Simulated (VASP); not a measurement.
# NbCd3 (Pm-3m) in VASP: settings compared

The runs below take NbCd3 through single point, with LDA, PBEsol, PBE.

Everything below comes from runs of VASP 6.6.1. Logs are shortened: lines on timing, memory, paths and dates and some standing lists are left out, and cuts for length are marked.

**1. The cell of the first run**

It takes space group Pm-3m (No. 221, cubic). The conventional cell has a = 4.185 Å, b = 4.185 Å, c = 4.185 Å, α = 90.00°, β = 90.00°, γ = 90.00°. Nb (site symmetry m-3m) has 12 Cd at 2.96 Å within 3.9 Å. Cd (site symmetry 4/mmm) has 4 Nb at 2.96 Å and 8 Cd at 2.96 Å within 3.9 Å.

**2. Single point, LDA**

Contents of INCAR:

```
PREC     = Accurate       # precision mode
ENCUT    = 520            # plane-wave cutoff, eV
EDIFF    = 1E-7           # SCF threshold, eV
ISMEAR   = -1             # smearing method
SIGMA    = 0.1            # smearing width, eV
LREAL    = False          # projectors in reciprocal space
LASPH    = True           # aspherical terms in the spheres
NELM     = 80             # most SCF steps
ALGO     = Normal         # electronic algorithm
ISIF     = 2              # what is computed and relaxed
LWAVE    = False          # write WAVECAR
LCHARG   = False          # write CHGCAR
GGA      = CA             # functional
NBANDS   = 32             # bands
```

Contents of KPOINTS:

```
Automatic mesh
0
Gamma
  8 8 8
```

Contents of POSCAR:

```
NbCd3
1.0
    4.1854193533      0.0000000000      0.0000000000
    0.0000000000      4.1854193533      0.0000000000
    0.0000000000      0.0000000000      4.1854193533
Nb Cd
1 3
Direct
    0.0000000000      0.0000000000      0.0000000000
    0.0000000000      0.5000000000      0.5000000000
    0.5000000000      0.0000000000      0.5000000000
    0.5000000000      0.5000000000      0.0000000000
```

Potentials or basis: VASP PAW LDA potentials, release 64 (Nb_sv, Cd).

Launch:

```bash
cat potpaw_LDA.64/Nb_sv/POTCAR potpaw_LDA.64/Cd/POTCAR > POTCAR
mpirun -np 1 vasp_std > vasp.out
```

OUTCAR:

```text
PREC = Accurate
   ENCUT = 520
   EDIFF = 1E-7
   ISMEAR = -1
   LREAL = False
   LASPH = True
   NELM = 80
   ISIF = 2
   GGA = CA

 ion  position               nearest neighbor table
   1  0.000  0.000  0.000-   2 2.96   3 2.96   4 2.96   2 2.96   3 2.96   2 2.96   4 2.96   2 2.96
                             3 2.96   4 2.96   3 2.96   4 2.96
   2  0.000  0.500  0.500-   1 2.96   3 2.96   4 2.96   1 2.96   4 2.96   1 2.96   3 2.96   1 2.96
                             3 2.96   4 2.96   4 2.96   3 2.96
   3  0.500  0.000  0.500-   1 2.96   2 2.96   4 2.96   1 2.96   4 2.96   2 2.96   4 2.96   4 2.96
                             1 2.96   2 2.96   1 2.96   2 2.96
   4  0.500  0.500  0.000-   1 2.96   2 2.96   3 2.96   2 2.96   3 2.96   1 2.96   3 2.96   3 2.96
                             1 2.96   2 2.96   2 2.96   1 2.96

  LATTYP: Found a simple cubic cell.
 ALAT       =     4.1854193533

  Lattice vectors:

 A1 = (   4.1854193533,   0.0000000000,   0.0000000000)
 A2 = (   0.0000000000,   4.1854193533,   0.0000000000)
 A3 = (   0.0000000000,   0.0000000000,   4.1854193533)

Analysis of symmetry for initial positions (statically):
=====================================================================
 Subroutine PRICEL returns:
 Original cell was already a primitive cell.

 Routine SETGRP: Setting up the symmetry group for a
 simple cubic supercell.

 Subroutine GETGRP returns: Found 48 space group operations
 (whereof 48 operations were pure point group operations)
 out of a pool of 48 trial point group operations.

The static configuration has the point symmetry O_h .

Analysis of symmetry for dynamics (positions and initial velocities):
=====================================================================
 Subroutine PRICEL returns:
 Original cell was already a primitive cell.

 Routine SETGRP: Setting up the symmetry group for a
 simple cubic supercell.

 Subroutine GETGRP returns: Found 48 space group operations
 (whereof 48 operations were pure point group operations)
 out of a pool of 48 trial point group operations.

The dynamic configuration has the point symmetry O_h .

 Subroutine INISYM returns: Found 48 space group operations
 (whereof 48 operations are pure point group operations),
 and found     1 'primitive' translations

----------------------------------------------------------------------------------------

                                     Primitive cell

  volume of cell :      73.3191

  direct lattice vectors                    reciprocal lattice vectors
     4.185419353  0.000000000  0.000000000     0.238924685  0.000000000  0.000000000
     0.000000000  4.185419353  0.000000000     0.000000000  0.238924685  0.000000000
     0.000000000  0.000000000  4.185419353     0.000000000  0.000000000  0.238924685

  length of vectors
     4.185419353  4.185419353  4.185419353     0.238924685  0.238924685  0.238924685

  position of ions in fractional coordinates (direct lattice)
     0.000000000  0.000000000  0.000000000
     0.000000000  0.500000000  0.500000000
     0.500000000  0.000000000  0.500000000
     0.500000000  0.500000000  0.000000000

  ion indices of the primitive-cell ions
   primitive index   ion index
                 1           1
                 2           2
                 3           3
                 4           4

----------------------------------------------------------------------------------------

 KPOINTS: Automatic mesh

Automatic generation of k-mesh.
 Grid dimensions read from file:
 generate k-points for:    8    8    8

 Generating k-lattice:

  Cartesian coordinates                     Fractional coordinates (reciprocal lattice)
     0.029865586  0.000000000  0.000000000     0.125000000  0.000000000  0.000000000
     0.000000000  0.029865586  0.000000000     0.000000000  0.125000000  0.000000000
     0.000000000  0.000000000  0.029865586     0.000000000  0.000000000  0.125000000

  Length of vectors
     0.029865586  0.029865586  0.029865586

  Shift w.r.t. Gamma in fractional coordinates (k-lattice)
     0.000000000  0.000000000  0.000000000

 Subroutine IBZKPT returns following result:
 ===========================================

 Found     35 irreducible k-points:

 Following reciprocal coordinates:
            Coordinates               Weight
  0.000000  0.000000  0.000000      1.000000
  0.125000  0.000000  0.000000      6.000000
  0.250000  0.000000  0.000000      6.000000
  0.375000  0.000000  0.000000      6.000000
  0.500000  0.000000  0.000000      3.000000
  0.125000  0.125000  0.000000     12.000000
[... 16 lines left out ...]
  0.375000  0.375000  0.125000     24.000000
  0.500000  0.375000  0.125000     24.000000
 [... further k-points ...]
   k-points           NKPTS =     35   k-points in BZ     NKDIM =     35   number of bands    NBANDS=     32
   number of dos      NEDOS =    301   number of ions     NIONS =      4
   total plane-waves  NPLWV =  32768
   dimension x,y,z NGX =    32 NGY =   32 NGZ =   32
   dimension x,y,z NGXF=    64 NGYF=   64 NGZF=   64
   ions per type =               1   3
   NGX,Y,Z   is equivalent  to a cutoff of  12.71, 12.71, 12.71 a.u.
   NGXF,Y,Z  is equivalent  to a cutoff of  25.42, 25.42, 25.42 a.u.
 SYSTEM =  unknown system
   PREC   = accura    normal or accurate (medium, high low for compatibility)
   ISTART =      0    job   : 0-new  1-cont  2-samecut
   ICHARG =      2    charge: 1-file 2-atom 10-const
   ISPIN  =      1    spin polarized calculation?
   LNONCOLLINEAR =      F non collinear calculations
   LSORBIT =      F    spin-orbit coupling
   LASPH  =      T    aspherical Exc in radial PAW
   ENCUT  =  520.0 eV  38.22 Ry    6.18 a.u.   7.78  7.78  7.78*2*pi/ulx,y,z
   NELM   =     80;   NELMIN=  2; NELMDL= -5     # of ELM steps
   EDIFF  = 0.1E-06   stopping-criterion for ELM
   LREAL  =      F    real-space projection
   EDIFFG = 0.1E-05   stopping-criterion for IOM
   NSW    =      0    number of steps for IOM
   IBRION =     -1    ionic relax: 0-MD 1-quasi-New 2-CG
   NFREE  =      0    steps in history (QN), initial steepest desc. (CG)
   ISIF   =      2    stress and relaxation
   ISYM   =      2    0-nonsym 1-usesym 2-fastsym
   POTIM  = 0.5000    time-step for ionic-motion
   TEBEG  =    0.0;   TEEND  =   0.0 temperature during run
   PSTRESS=    0.0 pullay stress
   NELECT =      49.0000    total number of electrons
   NUPDOWN=      -1.0000    fix difference up-down
   EMIN   =  10.00;   EMAX   =-10.00  energy-range for DOS
   EFERMI =   0.00;   METHOD = LEGACY
   ISMEAR =    -1;   SIGMA  =   0.10  broadening in eV -4-tet -1-fermi 0-gaus
   EFERMI_NEDOS =   21; number of points for ismear=-14 and -15
   IALGO  =     38    algorithm
   IMIX   =      4    mixing-type and parameters
     AMIX     =   0.40;   BMIX     =  1.00
     AMIX_MAG =   1.60;   BMIX_MAG =  1.00
  volume/ion in A,a.u.               =      18.33       123.70
  Fermi-wavevector in a.u.,A,eV,Ry     =   1.431313  2.704789 27.873660  2.048656
  Thomas-Fermi vector in A             =   2.551063
   LORBIT       =      0    0 simple, 1 ext, 2 COOP (PROOUT), +10 PAW based schemes
   GGA     = CA    functional components
   LHFCALC =     F    Hartree Fock is set to
   AEXX    =    0.0000 exact exchange contribution
   IVDW    =     0    specifies the selected vdW correction
   LEPSILON=     F    determine dielectric tensor
   LRPA    =     F    only Hartree local field effects (RPA)
 non-spin polarized calculation
  energy-cutoff  :      520.00
  volume of cell :       73.32
 maximum number of plane-waves:      2000
 NGX is ok and might be reduce to    32
   NGX = 15   NGY = 15   NGZ = 15

 number of electron      49.0000042 magnetization

 Free energy of the ion-electron system (eV)
  ---------------------------------------------------
  ext. energy  EPLUGINS =         0.00000000
  ---------------------------------------------------
  free energy    TOTEN  =       -15.51400089 eV

  energy without entropy =      -15.45900546  energy(sigma->0) =      -15.48650318

 E-fermi :   5.2567     XC(G=0): -12.3756

 val. band max:        5.2240307026   @ k =   0.3750   0.2500   0.1250
 cond. band min:       5.3202548332   @ k =   0.2500   0.2500   0.1250
 fundamental gap:      0.0962241306
 Fermi energy:         5.2566956064

 k-point     1 :       0.0000    0.0000    0.0000
  band No.  band energies     occupation
      1     -49.2839      2.00000
      2     -25.5164      2.00000
      3     -25.5164      2.00000
      4     -25.5164      2.00000
      5      -4.5608      2.00000
      6      -4.3075      2.00000
[... 24 lines left out ...]
     31      11.3208      0.00000
     32      12.9168      0.00000

 k-point     2 :       0.1250    0.0000    0.0000
  band No.  band energies     occupation
      1     -49.2837      2.00000
      2     -25.5203      2.00000
      3     -25.5166      2.00000
      4     -25.5166      2.00000
      5      -4.4993      2.00000
      6      -4.2840      2.00000
[... 24 lines left out ...]
     31      12.0628      0.00000
     32      13.0216      0.00000

 k-point     3 :       0.2500    0.0000    0.0000
  band No.  band energies     occupation
      1     -49.2834      2.00000
      2     -25.5297      2.00000
      3     -25.5171      2.00000
      4     -25.5171      2.00000
      5      -4.3354      2.00000
      6      -4.2220      2.00000
[... 24 lines left out ...]
     31      12.6798      0.00000
     32      12.6798      0.00000

 k-point     4 :       0.3750    0.0000    0.0000
  band No.  band energies     occupation
      1     -49.2831      2.00000
      2     -25.5391      2.00000
      3     -25.5176      2.00000
      4     -25.5176      2.00000
      5      -4.1494      2.00000
      6      -4.1327      2.00000
[... 654 lines left out ...]
     31      12.2418      0.00000
     32      13.5313      0.00000

 k-point    23 :       0.3750    0.3750    0.1250
  band No.  band energies     occupation
      1     -49.2825      2.00000
      2     -25.5361      2.00000
      3     -25.5345      2.00000
      4     -25.5209      2.00000
      5      -4.0187      2.00000
      6      -3.8514      2.00000
[... 24 lines left out ...]
     31      11.5985      0.00000
     32      12.6022      0.00000

 k-point    24 :       0.5000    0.3750    0.1250
  band No.  band energies     occupation
      1     -49.2824      2.00000
      2     -25.5383      2.00000
      3     -25.5347      2.00000
      4     -25.5210      2.00000
      5      -3.9384      2.00000
      6      -3.8506      2.00000
[... 24 lines left out ...]
     31      11.7580      0.00000
     32      13.2591      0.00000

 [... further k-points ...]
[... 5 lines left out ...]
  --------------------------------------------------------------------------------------
  -------------------------------------------------------------------------------------
  Total        0.4200153      0.4200153      0.4200153      0.0000000     -0.0000000     -0.0000000
  in kB        9.1782264      9.1782264      9.1782264      0.0000000     -0.0000000     -0.0000000
  external PRESSURE =       9.1782264 kB  Pullay stress =       0.0000000 kB

 VOLUME and BASIS-vectors are now :
 -----------------------------------------------------------------------------
  energy-cutoff  :      520.00
  volume of cell :       73.32
      direct lattice vectors                 reciprocal lattice vectors
     4.185419353  0.000000000  0.000000000     0.238924685  0.000000000  0.000000000
     0.000000000  4.185419353  0.000000000     0.000000000  0.238924685  0.000000000
     0.000000000  0.000000000  4.185419353     0.000000000  0.000000000  0.238924685

 POSITION                                       TOTAL-FORCE (eV/Angst)
 -----------------------------------------------------------------------------------
      0.00000      0.00000      0.00000         0.000000      0.000000      0.000000
      0.00000      2.09271      2.09271         0.000000      0.000000      0.000000
      2.09271      0.00000      2.09271         0.000000      0.000000      0.000000
      2.09271      2.09271      0.00000         0.000000      0.000000      0.000000
 -----------------------------------------------------------------------------------
    total drift:                                0.000000     -0.000000     -0.000000

  FREE ENERGIE OF THE ION-ELECTRON SYSTEM (eV)
  ---------------------------------------------------
  free  energy   TOTEN  =       -15.5140008941 eV

  energy  without entropy=      -15.4590054575  energy(sigma->0) =      -15.48650318
```

It took 32 s on 1 thread of Intel Xeon Platinum 8488C (Sapphire Rapids), shared host; peak memory 0.2 GiB.

What came out:

```
Free energy : -15.5140 eV
Pressure    : 0.9 GPa
```

**3. Single point, PBEsol**

This run uses another cell than the first one, of 18.95 Å³/atom, 1.034 times its volume.

Contents of INCAR:

```
ALGO     = Normal         # electronic algorithm
EDIFF    = 1E-6           # SCF threshold, eV
ENCUT    = 520            # plane-wave cutoff, eV
GGA      = PS             # functional
ISIF     = 2              # what is computed and relaxed
ISMEAR   = -1             # smearing method
LASPH    = T              # aspherical terms in the spheres
LCHARG   = F              # write CHGCAR
LREAL    = F              # projectors in reciprocal space
LWAVE    = F              # write WAVECAR
NBANDS   = 32             # bands
NELM     = 100            # most SCF steps
PREC     = Accurate       # precision mode
SIGMA    = 0.1            # smearing width, eV
```

Contents of KPOINTS:

```
k-points
0
Gamma
  8 8 8
```

Contents of POSCAR:

```
NbCd3
1.0
    4.2321028741      0.0000000000      0.0000000000
    0.0000000000      4.2321028741      0.0000000000
    0.0000000000      0.0000000000      4.2321028741
Nb Cd
1 3
Direct
    0.0000000000      0.0000000000      0.0000000000
    0.0000000000      0.5000000000      0.5000000000
    0.5000000000      0.0000000000      0.5000000000
    0.5000000000      0.5000000000      0.0000000000
```

Potentials or basis: VASP PAW PBE potentials, release 64 (Nb_sv, Cd).

Launch:

```bash
cat potpaw_PBE.64/Nb_sv/POTCAR potpaw_PBE.64/Cd/POTCAR > POTCAR
mpirun -np 1 vasp_std > vasp.out
```

Wall time 31 s (1 thread of Intel Xeon Platinum 8488C (Sapphire Rapids), shared host); peak memory 0.22 GiB.

It converged, with:

- Free energy: -14.1553 eV
- Pressure: 0.5 GPa

Levels at points of the mesh, in eV from the Fermi level:
```csv
k point,band 22,band 23,band 24,band 25,band 26,band 27,band 28,band 29
"(0.00, 0.00, 0.00)",-0.94,0.19,0.19,0.19,1.26,1.26,1.26,5.46
"(0.50, 0.00, 0.00)",-0.90,-0.90,-0.81,1.03,1.18,3.20,4.21,4.21
"(0.50, 0.50, 0.00)",-3.19,-3.17,-0.33,-0.33,1.13,1.80,2.16,5.58
"(0.50, 0.50, 0.50)",-2.42,-2.37,-1.21,-1.21,-1.21,1.51,1.51,3.67
```

Caveat: the PAW data sets were made with another functional, which shifts forces and pressure a little.

(Continued in part 2 of 2.)
